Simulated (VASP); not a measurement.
A run of VASP 6.6.1 is set up as follows.

The input INCAR:

```
SYSTEM = HC18N
PREC = Accurate
ENCUT = 520
EDIFF = 1E-6
ISMEAR = -1
SIGMA = 0.05
LREAL = Auto
LASPH = .True.
NELM = 80
ALGO = Normal
ISIF = 2
LWAVE = .False.
LCHARG = .False.
GGA = PS
NBANDS = 55
```

KPOINTS

```
regular mesh
0
Gamma
  2 2 1
  0 0 0
```

POSCAR

```
HC18N
1.0
    7.3980000000      0.0000000000      0.0000000000
   -3.6990000000      6.4068560000      0.0000000000
    0.0000000000      0.0000000000     11.0000000000
C N H
18 1 1
Direct
    0.0177767563     -0.0054029621      0.0809019091
    0.2343143583      0.1080269324      0.0863641818
    0.0086957759      0.3294139903      0.1284888182
    0.2373380154      0.4432910619      0.1052759091
    0.0121864180      0.6639562369      0.0896992727
    0.2352364966      0.7768782379      0.0894579091
    0.3458465877     -0.0029167192      0.0842345455
    0.5686488073      0.1083724997      0.0840386364
    0.3453422121      0.3343705555      0.0930432727
    0.5686842166      0.4456533751      0.0857096364
    0.3452218407      0.6637242978      0.0912719091
    0.5651682684      0.7742565152      0.0799771818
    0.6734368958     -0.0046650026      0.0793675455
    0.8973955007      0.0974952457      0.1052916364
    0.6808184018      0.3344005234      0.0894890909
    0.8976030620      0.4430828475      0.1008468182
    0.6793533632      0.6653133768      0.0819187273
    0.9031775112      0.7744509944      0.0795947273
    0.9370140998      0.1723731578      0.2326836364
    0.7832285635      0.1192065188      0.2621934545
```

Potentials or basis: VASP PAW PBE potentials, release 64 (C, N, H).

Run with:

```sh
$ cat potpaw_PBE.64/C/POTCAR potpaw_PBE.64/N/POTCAR potpaw_PBE.64/H/POTCAR > POTCAR
$ mpirun -np 1 vasp_std > vasp.out
```

(1) Predict the band gap on the k mesh.

(2) Predict the largest force.

Results:

(1) 0.24 eV.

(2) 1.236 eV/Å.

Caveat: the k points lie up to 0.49 Å⁻¹ apart; the PAW data sets were made with another functional, which shifts forces and pressure a little.
